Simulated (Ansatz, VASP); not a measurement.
# Two plane-wave programs on Si2W

```
CELL_PARAMETERS angstrom
-1.61453 1.61453 3.93355
1.61453 -1.61453 3.93355
1.61453 1.61453 -3.93355
ATOMIC_POSITIONS crystal
Si 0.33456 0.33456 0.00000
Si 0.66544 0.66544 0.00000
W 0.00000 0.00000 0.00000
```

Alike in both runs: task single point; functional r2SCAN; k mesh 18 × 18 × 18; occupations gaussian, width 0.1 eV; no spin polarisation.

|  | VASP | Ansatz |
| --- | --- | --- |
| version | VASP 6.6.1 | Ansatz 0.2.0 |
| potentials or method | VASP PAW PBE potentials, release 64 (Si, W_sv), cutoff 520 eV | scalar-relativistic, plane waves, PAW |
| valence electrons in the cell | 22 | 22 |

|  | VASP | Ansatz | Ansatz less VASP |
| --- | --- | --- | --- |
| gap on the k mesh at the Fermi level (eV) | none | none | - |
| pressure (GPa) | -4.2 | -4.4 | -0.25 |
| traceless stress, the component that is largest in VASP (GPa) | -1.34 | -1.18 | +0.164 |
| rms of the force components (eV/Å) | 0.044 | 0.047 | +0.0039 |

VASP's potentials were made for PBE, not for r2SCAN. Atom by atom the forces differ by 0.004 eV/Å (rms over components). A gap of «none» marks a metal or a gap that the smearing closes. The functional is the same, so the differences come from potentials, cutoffs and numerics.

Neither program's run includes spin-orbit coupling.
